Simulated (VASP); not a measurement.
# Si63S (a cell with a defect) in VASP: single point with PBE

Aim: the single point of Si63S (a cell with a defect) with PBE.

Everything below comes from runs of VASP 6.6.1. Logs are shortened: lines on timing, memory, paths and dates and some standing lists are left out, and cuts for length are marked.

### Step 1. The cell of the first run

The cell holds a defect, 64 atoms: a = 10.161 Å, b = 10.690 Å, c = 14.247 Å, α = 108.32°, β = 92.88°, γ = 109.83°.

### Step 2. Single point, PBE, collinear spin

Contents of INCAR:

```
SYSTEM = Si63S
PREC = Accurate ; ENCUT = 520
EDIFF = 1E-6 ; ISMEAR = 0
SIGMA = 0.05 ; LREAL = Auto
LASPH = .TRUE. ; NELM = 150
ALGO = Normal ; ISIF = 2
LWAVE = .FALSE. ; LCHARG = .TRUE.
ISPIN = 2 ; MAGMOM = 0.2 0 0 0 0 0 0 0 0 0 0 0 0 0 0 0 0 0 0 0 0.2 0 0 0 0 0 0 0.2 0 0 0 0 0.2 0 0 0 0 0 0 0 0 0 0 0 0 0 0 0 0 0 0 0 0 0 0.2 0 0 0 0 0 0 0 0 0
LORBIT = 11 ; GGA = PE
LELF = .TRUE. ; LVHAR = .TRUE.
NBANDS = 171
```

Contents of KPOINTS:

```
regular mesh
0
G
  1 1 1
  0 0 0
```

Contents of POSCAR:

```
Si63S
1.0
    6.6508880000      6.6508890000      3.8447710000
   -9.9763330000      3.3254440000      1.9223860000
    3.3254440000     -9.9763330000      9.6119280000
S Si
1 63
Direct
    0.1258419080      0.9509102312      0.9511893003
    0.3811551592      0.7047186610      0.7050862341
    0.1353903488      0.7014934906      0.2038445170
    0.6343532300      0.4551050640      0.4548667594
    0.8850252988      0.2072954746      0.2076748653
    0.3860472225      0.4559064455      0.9539905234
    0.6324020539      0.2021349317      0.7051671749
    0.1340669526      0.4538633939      0.4548821081
    0.3860022680      0.2068162293      0.2066475143
    0.1334403212      0.2046814001      0.7048465102
    0.8845504249      0.9551368128      0.4527152881
    0.6311569712      0.9541103896      0.9538780732
    0.8796136439      0.7013548954      0.7017878926
    0.3838645658      0.9544268973      0.4552027991
    0.6365897151      0.7074325875      0.2038098291
    0.8854712355      0.4528883243      0.9554710971
    0.1187973776      0.5406687166      0.0443320646
    0.3659894810      0.2946241791      0.7946201195
    0.6169548783      0.0445033677      0.5451459023
    0.1188961950      0.2959714493      0.2956693062
    0.3728755745      0.0520224431      0.0507468376
    0.1165909399      0.0456188853      0.5450127518
    0.8707013214      0.7967087745      0.2927273677
    0.6157005731      0.7942010858      0.7946732938
    0.8667225890      0.5437877976      0.5433222258
    0.3682778588      0.7956261456      0.2955805323
    0.6189494066      0.5475492392      0.0443145789
    0.1083068399      0.7884230252      0.7900286719
    0.3663924618      0.5459959100      0.5454959103
    0.8656957811      0.2931473205      0.7956774228
    0.6179597206      0.2977604521      0.2965518611
    0.8621158891      0.0468649238      0.0473669162
    0.0341440798      0.1386258349      0.9576990218
    0.2915105201      0.8833435059      0.7058919451
    0.5448848530      0.6338340552      0.4547288453
    0.0516245005      0.8842299522      0.2019007124
    0.2956016369      0.6351110218      0.9555452552
    0.0463234189      0.6339596815      0.4547583349
    0.7945404087      0.3855780620      0.2057934973
    0.5439807398      0.3821379638      0.7042244208
    0.7949161315      0.1346620421      0.4553650573
    0.2979351613      0.3847190788      0.2054793534
    0.5447905952      0.1356848433      0.9562133677
    0.0429081465      0.3841435779      0.7059643813
    0.2959601245      0.1345211616      0.4555557228
    0.7943175535      0.8818583386      0.7033013342
    0.5455692986      0.8859509083      0.2053216879
    0.7981792984      0.6326251384      0.9517843195
    0.2029976573      0.6154943874      0.7956148781
    0.4558569839      0.3664325483      0.5448564180
    0.7049296763      0.1180052948      0.2961336010
    0.2101111808      0.3611801776      0.0441872488
    0.4533976221      0.1146148024      0.7955421201
    0.2079441452      0.1164361713      0.2952312418
    0.9447028703      0.8660709537      0.0468712729
    0.7062533150      0.8649847167      0.5430525389
    0.9570544617      0.6163896497      0.2949365697
    0.4548680408      0.8676958964      0.0458277581
    0.7046590946      0.6129706027      0.7925482101
    0.2046205187      0.8661930067      0.5454590462
    0.4586374200      0.6169761743      0.2943013855
    0.9559178630      0.3656013059      0.5450742465
    0.7051271000      0.3666573620      0.0453074096
    0.9556471988      0.1120043000      0.7938551975
```

Potentials or basis: VASP PAW PBE potentials, release 64 (S, Si).

On the command line:

```sh
> cat potpaw_PBE.64/S/POTCAR potpaw_PBE.64/Si/POTCAR > POTCAR
> mpirun -np 1 vasp_gam > vasp.out
```

OUTCAR:

```text
SYSTEM = Si63S
   PREC = Accurate
   ENCUT = 520
   EDIFF = 1E-6
   ISMEAR = 0
   LREAL = Auto
   LASPH = .TRUE.
   NELM = 150
   ISIF = 2
   ISPIN = 2
   LORBIT = 11
   GGA = PE

 ion  position               nearest neighbor table
   1  0.126  0.951  0.951-  28 2.36  55 2.44  33 2.46  21 2.51
   2  0.381  0.705  0.705-  29 2.33  24 2.37  34 2.38  49 2.38
   3  0.135  0.701  0.204-  17 2.34  26 2.36  57 2.38  36 2.39
   4  0.634  0.455  0.455-  31 2.31  25 2.34  35 2.38  50 2.38
   5  0.885  0.207  0.208-  32 2.33  20 2.35  51 2.38  39 2.39
   6  0.386  0.456  0.954-  18 2.33  27 2.35  37 2.38  52 2.39
[... 56 lines left out ...]
  63  0.705  0.367  0.045-  43 2.34  39 2.34  27 2.38  16 2.38
  64  0.956  0.112  0.794-  33 2.33  46 2.34  10 2.38  30 2.40

  LATTYP: Found a triclinic cell.
 ALAT       =    10.1612449887
 B/A-ratio  =     3.0241273988
 C/A-ratio  =     1.1803256044
 COS(alpha) =     0.0006103648
 COS(beta)  =     0.5449076326
 COS(gamma) =     0.7560318497

  Lattice vectors:

 A1 = (  -6.6508880000,  -6.6508890000,  -3.8447710000)
 A2 = ( -26.6035530000,  -0.0000010000, -15.3790840000)
 A3 = (   3.3254450000,  -9.9763330000,  -5.7671570000)

Analysis of symmetry for initial positions (statically):
=====================================================================
 Subroutine PRICEL returns:
 Original cell was already a primitive cell.

 Routine SETGRP: Setting up the symmetry group for a
 triclinic supercell.

 Subroutine GETGRP returns: Found  1 space group operations
 (whereof  1 operations were pure point group operations)
 out of a pool of  2 trial point group operations.

The static configuration has the point symmetry C_1 .

Analysis of symmetry for dynamics (positions and initial velocities):
=====================================================================
 Subroutine PRICEL returns:
 Original cell was already a primitive cell.

 Routine SETGRP: Setting up the symmetry group for a
 triclinic supercell.

 Subroutine GETGRP returns: Found  1 space group operations
 (whereof  1 operations were pure point group operations)
 out of a pool of  2 trial point group operations.

The dynamic configuration has the point symmetry C_1 .

Analysis of structural, dynamic, and magnetic symmetry:
=====================================================================
 Subroutine PRICEL returns:
 Original cell was already a primitive cell.

 Routine SETGRP: Setting up the symmetry group for a
 triclinic supercell.

 Subroutine GETGRP returns: Found  1 space group operations
 (whereof  1 operations were pure point group operations)
 out of a pool of  2 trial point group operations.

The overall configuration has the point symmetry C_1 .

 Subroutine INISYM returns: Found  1 space group operations
 (whereof  1 operations are pure point group operations),
 and found     1 'primitive' translations

----------------------------------------------------------------------------------------

                                     Primitive cell

  volume of cell :    1360.5667

  direct lattice vectors                    reciprocal lattice vectors
     6.650888000  6.650889000  3.844771000     0.037588962  0.075177924  0.065023377
    -9.976333000  3.325444000  1.922386000    -0.075177924  0.037588958  0.065023369
     3.325444000 -9.976333000  9.611928000     0.000000004 -0.037588961  0.065023374

  length of vectors
    10.161244989 10.690246295 14.246928013     0.106267069  0.106267063  0.075106386

  position of ions in fractional coordinates (direct lattice)
     0.125841908  0.950910231  0.951189300
     0.381155159  0.704718661  0.705086234
     0.135390349  0.701493491  0.203844517
     0.634353230  0.455105064  0.454866759
     0.885025299  0.207295475  0.207674865
     0.386047222  0.455906445  0.953990523
[... 56 lines left out ...]
     0.705127100  0.366657362  0.045307410
     0.955647199  0.112004300  0.793855198

[... 112 lines left out ...]
   ENCUT  =  520.0 eV  38.22 Ry    6.18 a.u.  18.89 19.88 26.49*2*pi/ulx,y,z
   NELM   =    150;   NELMIN=  2; NELMDL= -5     # of ELM steps
   EDIFF  = 0.1E-05   stopping-criterion for ELM
   LREAL  =      T    real-space projection
   EDIFFG = 0.1E-04   stopping-criterion for IOM
   NSW    =      0    number of steps for IOM
   IBRION =     -1    ionic relax: 0-MD 1-quasi-New 2-CG
   NFREE  =      0    steps in history (QN), initial steepest desc. (CG)
   ISIF   =      2    stress and relaxation
   ISYM   =      2    0-nonsym 1-usesym 2-fastsym
   POTIM  = 0.5000    time-step for ionic-motion
   TEBEG  =    0.0;   TEEND  =   0.0 temperature during run
   PSTRESS=    0.0 pullay stress
   NELECT =     258.0000    total number of electrons
   NUPDOWN=      -1.0000    fix difference up-down
   EMIN   =  10.00;   EMAX   =-10.00  energy-range for DOS
   EFERMI =   0.00;   METHOD = LEGACY
   ISMEAR =     0;   SIGMA  =   0.05  broadening in eV -4-tet -1-fermi 0-gaus
   EFERMI_NEDOS =   21; number of points for ismear=-14 and -15
   IALGO  =     38    algorithm
   IMIX   =      4    mixing-type and parameters
     AMIX     =   0.40;   BMIX     =  1.00
     AMIX_MAG =   1.60;   BMIX_MAG =  1.00
  volume/ion in A,a.u.               =      21.26       143.46
  Fermi-wavevector in a.u.,A,eV,Ry     =   0.940535  1.777353 12.035787  0.884605
  Thomas-Fermi vector in A             =   2.067956
   LORBIT       =     11    0 simple, 1 ext, 2 COOP (PROOUT), +10 PAW based schemes
   GGA     = PE    functional components
   LHFCALC =     F    Hartree Fock is set to
   AEXX    =    0.0000 exact exchange contribution
   IVDW    =     0    specifies the selected vdW correction
   LEPSILON=     F    determine dielectric tensor
   LRPA    =     F    only Hartree local field effects (RPA)
 spin polarized calculation
 Gauss-broadening in eV      SIGMA  =   0.05
  energy-cutoff  :      520.00
  volume of cell :     1360.57
 maximum number of plane-waves:     18321
 NGX is ok and might be reduce to    80
   NGX = 37   NGY = 39   NGZ = 53

 number of electron     257.9999996 magnetization       0.0001444

 Free energy of the ion-electron system (eV)
  ---------------------------------------------------
  ext. energy  EPLUGINS =         0.00000000
  ---------------------------------------------------
  free energy    TOTEN  =      -337.06937040 eV

  energy without entropy =     -337.06937040  energy(sigma->0) =     -337.06937040

 E-fermi :   5.9408     XC(G=0):  -9.0909

 val. band max:        5.6597728303   @ k =   0.0000   0.0000   0.0000
 cond. band min:       6.1831242684   @ k =   0.0000   0.0000   0.0000
 fundamental gap:      0.5233514381
 Fermi energy:         5.9407941388

 spin component 1

 k-point     1 :       0.0000    0.0000    0.0000
  band No.  band energies     occupation
      1      -9.1066      1.00000
      2      -6.5191      1.00000
      3      -5.9378      1.00000
      4      -5.8447      1.00000
      5      -5.5285      1.00000
      6      -5.3641      1.00000
[... 133 lines left out ...]
    140       6.8423      0.00000
    141       6.8878      0.00000
 Fermi energy:         5.9407941388

 spin component 2

 k-point     1 :       0.0000    0.0000    0.0000
  band No.  band energies     occupation
      1      -9.1066      1.00000
      2      -6.5191      1.00000
      3      -5.9378      1.00000
      4      -5.8447      1.00000
      5      -5.5285      1.00000
      6      -5.3641      1.00000
[... 133 lines left out ...]
    140       6.8423      0.00000
    141       6.8878      0.00000
 [bands above 141 left out]

------------------------ aborting loop because EDIFF is reached ----------------------------------------

  FORCE on cell =-STRESS in cart. coord.  units (eV):
  Direction    XX          YY          ZZ          XY          YZ          ZX
  --------------------------------------------------------------------------------------
  -------------------------------------------------------------------------------------
  Total        2.4779133      7.1916965     25.7909884     -3.8146152     -3.7922137     -3.9091297
  in kB        2.9179433      8.4688042     30.3709744     -4.4920179     -4.4656383     -4.6033164
  external PRESSURE =      13.9192406 kB  Pullay stress =       0.0000000 kB

 VOLUME and BASIS-vectors are now :
 -----------------------------------------------------------------------------
  energy-cutoff  :      520.00
  volume of cell :     1360.57
      direct lattice vectors                 reciprocal lattice vectors
     6.650888000  6.650889000  3.844771000     0.037588962  0.075177924  0.065023377
    -9.976333000  3.325444000  1.922386000    -0.075177924  0.037588958  0.065023369
     3.325444000 -9.976333000  9.611928000     0.000000004 -0.037588961  0.065023374

 POSITION                                       TOTAL-FORCE (eV/Angst)
 -----------------------------------------------------------------------------------
     -5.48651     -5.49022     11.45461        -0.024392     -0.024099     -0.047081
     -2.15076     -2.15565      9.59743         0.001482      0.000012      0.005985
     -5.41999      1.19962      3.82842        -0.003635     -0.001776      0.002805
      1.19137      1.19454      7.68598         0.002142      0.001590      0.000529
      4.50877      4.50372      5.79738        -0.005921     -0.004533     -0.004811
      1.19172     -5.43368     11.53038        -0.003727      0.002677     -0.002422
[... 56 lines left out ...]
      1.18249      5.45702      3.85140         0.002302      0.003134      0.000524
      7.87843     -1.19140     11.52004        -0.008608      0.001098      0.000048
 -----------------------------------------------------------------------------------
    total drift:                                0.017951     -0.001721     -0.001115

  FREE ENERGIE OF THE ION-ELECTRON SYSTEM (eV)
  ---------------------------------------------------
  free  energy   TOTEN  =      -337.0693703961 eV

  energy  without entropy=     -337.0693703961  energy(sigma->0) =     -337.06937040

 total charge

# of ion       s       p       d       tot
------------------------------------------
    1        1.404   2.270   0.000   3.674
    2        0.753   0.926   0.000   1.679
    3        0.752   0.928   0.000   1.680
    4        0.758   0.933   0.000   1.691
    5        0.753   0.931   0.000   1.684
    6        0.750   0.930   0.000   1.680
[... 56 lines left out ...]
   63        0.754   0.930   0.000   1.684
   64        0.753   0.931   0.000   1.684
--------------------------------------------------
tot         48.959  60.683   0.000 109.642

 magnetization (x)

# of ion       s       p       d       tot
------------------------------------------
    1       -0.000  -0.000   0.000  -0.000
    2       -0.000  -0.000   0.000  -0.000
    3        0.000   0.000   0.000   0.000
    4       -0.000  -0.000   0.000  -0.000
    5       -0.000   0.000   0.000  -0.000
    6       -0.000   0.000   0.000   0.000
[... 56 lines left out ...]
   63       -0.000   0.000   0.000  -0.000
   64        0.000   0.000   0.000   0.000
--------------------------------------------------
tot         -0.000  -0.000   0.000  -0.000
```

Wall time 17 min (1 thread of Intel Xeon Platinum 8259CL at 2.50GHz (Skylake/Cascade Lake), shared host); peak memory 1.6 GiB.

Results:

```
Free energy                                           : -337.0694 eV
Pressure                                              : 1.4 GPa
Largest force                                         : 0.058 eV/Å
Net moment                                            : 0.00 μB per cell
Valence electrons inside the program's atomic spheres : S 3.67; Si 1.68, 1.69, 1.65, 1.67, 1.64 (each value once)
```

Forces in eV/Å, atoms in the order of the input:
```
S   -0.024 -0.024 -0.047
Si   0.001  0.000  0.006
Si  -0.004 -0.002  0.003
Si   0.002  0.002  0.001
Si  -0.006 -0.005 -0.005
Si  -0.004  0.003 -0.002
Si   0.000 -0.001  0.000
Si   0.000 -0.001  0.001
Si   0.002 -0.001  0.008
Si  -0.001  0.001  0.001
Si   0.001 -0.001  0.003
Si  -0.005 -0.001  0.004
Si   0.000  0.001  0.000
Si  -0.002  0.004  0.003
Si   0.004  0.002  0.003
Si   0.000 -0.001  0.005
Si   0.002 -0.003  0.000
Si  -0.002  0.001  0.001
Si   0.001 -0.001  0.000
Si  -0.002 -0.005 -0.004
Si   0.030  0.031  0.034
Si  -0.002  0.001  0.001
Si   0.000  0.001  0.000
Si  -0.002 -0.004  0.000
Si   0.004  0.005  0.003
Si   0.002 -0.003 -0.004
Si   0.000  0.003 -0.008
Si  -0.003 -0.003  0.014
Si  -0.003 -0.003 -0.004
Si   0.004 -0.002 -0.002
Si   0.004  0.001 -0.009
Si  -0.005 -0.010  0.001
Si   0.030  0.001 -0.007
Si  -0.006  0.002  0.006
Si   0.001 -0.005  0.002
Si   0.003 -0.005  0.007
Si   0.004 -0.004 -0.002
Si  -0.002 -0.001 -0.002
Si  -0.002 -0.003 -0.003
Si   0.004 -0.001  0.000
Si   0.000  0.001 -0.003
Si   0.005  0.000 -0.003
Si  -0.002 -0.009 -0.001
Si   0.000 -0.001 -0.006
Si  -0.003 -0.002 -0.005
Si   0.005 -0.003 -0.002
Si   0.003  0.000  0.000
Si   0.002 -0.004  0.004
Si  -0.003 -0.004  0.007
Si  -0.002  0.001  0.006
Si  -0.002  0.000  0.001
Si  -0.003  0.003  0.003
Si  -0.004  0.001  0.002
Si  -0.002  0.006 -0.001
Si  -0.003  0.032 -0.007
Si  -0.001  0.001  0.001
Si  -0.002  0.001  0.002
Si  -0.007 -0.001  0.004
Si   0.001  0.006 -0.008
Si   0.001  0.004 -0.001
Si   0.001 -0.001 -0.001
Si  -0.002 -0.002  0.002
Si   0.002  0.003  0.001
Si  -0.009  0.001  0.000
```

Levels at points of the mesh, in eV from the Fermi level:
Spin up:
| k point | band 126 | band 127 | band 128 | band 129 | band 130 | band 131 | band 132 | band 133 |
| --- | --- | --- | --- | --- | --- | --- | --- | --- |
| (0.00, 0.00, 0.00) | -1.14 | -1.13 | -1.04 | -0.28 | 0.24 | 0.27 | 0.30 | 0.34 |
Spin down:
| k point | band 125 | band 126 | band 127 | band 128 | band 129 | band 130 | band 131 | band 132 | band 133 | band 134 |
| --- | --- | --- | --- | --- | --- | --- | --- | --- | --- | --- |
| (0.00, 0.00, 0.00) | -1.27 | -1.14 | -1.13 | -1.04 | -0.28 | 0.24 | 0.27 | 0.30 | 0.34 | 0.40 |

Caveat: the k points lie up to 0.67 Å⁻¹ apart.
